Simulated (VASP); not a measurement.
Wanted: the native input for a VASP 6.6.1 run.

| Property | Result |
| --- | --- |
| Task | single point |
| Functional | PBE |
| Potentials or basis | VASP PAW PBE potentials, release 64 (Pt) |
| Cutoff | 520 eV |
| k mesh | 14 × 14 × 10 |
| Occupations | fermi-dirac, width 0.1 eV |
| Spin | no spin polarisation |
| Dipole correction | no |
| Further INCAR settings | ALGO = Normal; EDIFF = 1e-06; NBANDS = 17 |

The structure of Pt lies in POSCAR:

```
Pt
1.0
   -2.1372541214      2.4924901351      1.3402253331
    2.4924901351     -2.1372541214      1.3402253331
    2.6007974853      2.6007974853     -0.6896099236
Pt
2
Direct
    0.0160877053      0.9839122947      0.0000000000
    0.7339122947      0.2660877053      0.5000000000
```

The input as run:

INCAR

```
SYSTEM = Pt
PREC = Accurate ; ENCUT = 520
EDIFF = 1E-6 ; ISMEAR = -1
SIGMA = 0.1 ; LREAL = .False.
LASPH = .True. ; NELM = 80
ALGO = Normal ; ISIF = 2
LWAVE = .False. ; LCHARG = .True.
GGA = PE ; LELF = .True.
LVHAR = .True. ; NBANDS = 17
```

KPOINTS

```
Automatic mesh
0
Gamma
  14 14 10
  0 0 0
```

Potentials or basis: VASP PAW PBE potentials, release 64 (Pt).

The run is started by

```sh
$ cat potpaw_PBE.64/Pt/POTCAR > POTCAR
$ mpirun -np 1 vasp_std > vasp.out
```

Results of the run:

```yaml
Pressure: -0.6 GPa
Largest_force: 0.004 eV/Å
Band_gap_on_the_k_mesh: zero (bands 10 and 11 overlap by 1.43 eV)
```

Caveat: spin-orbit coupling is left out, which moves the levels of the heavy elements.

Run time: 4.7 min on 1 thread of Intel Xeon 8259CL, with other jobs on the host, peak memory 0.36 GiB.
